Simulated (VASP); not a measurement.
A run of VASP 6.6.1 is set up as follows.

Contents of INCAR:

```
SYSTEM = AlN
PREC = Accurate ; ENCUT = 520
EDIFF = 1E-6 ; ISMEAR = 0
SIGMA = 0.05 ; LREAL = .False.
LASPH = .True. ; NELM = 100
ALGO = Normal ; ISIF = 2
LWAVE = .False. ; LCHARG = .False.
GGA = PE ; NBANDS = 16
```

The input KPOINTS:

```
regular mesh
0
Gamma
  8 8 6
  0 0 0
```

POSCAR

```
AlN
1.0
    0.0000000000     -2.0861995362     -2.0861995362
    0.0000000000      2.0861995362     -2.0861995362
    4.1723990723      0.0000000000      0.0000000000
Al N
2 2
Direct
    0.5057976238      0.4942023762      0.0000000000
   -0.0057976238      0.0057976238      0.5000000000
    0.4978966712      0.5021033288      0.5000000000
    0.0021033288      0.9978966712      0.0000000000
```

Potentials or basis: VASP PAW PBE potentials, release 64 (Al, N).

Launch:

```bash
$ cat potpaw_PBE.64/Al/POTCAR potpaw_PBE.64/N/POTCAR > POTCAR
$ mpirun -np 1 vasp_std > vasp.out
```

Q: What does it give for the pressure?

A: -16.2 GPa.

Q: Estimate the band gap on the k mesh.

A: 3.73 eV.

Q: What does it give for the largest force?

A: 0.190 eV/Å.

Forces on the atoms (eV/Å):
```
Al   0.000  0.190  0.000
Al   0.000 -0.190  0.000
N    0.000 -0.074  0.000
N    0.000  0.074  0.000
```

A k mesh can miss the band edges.
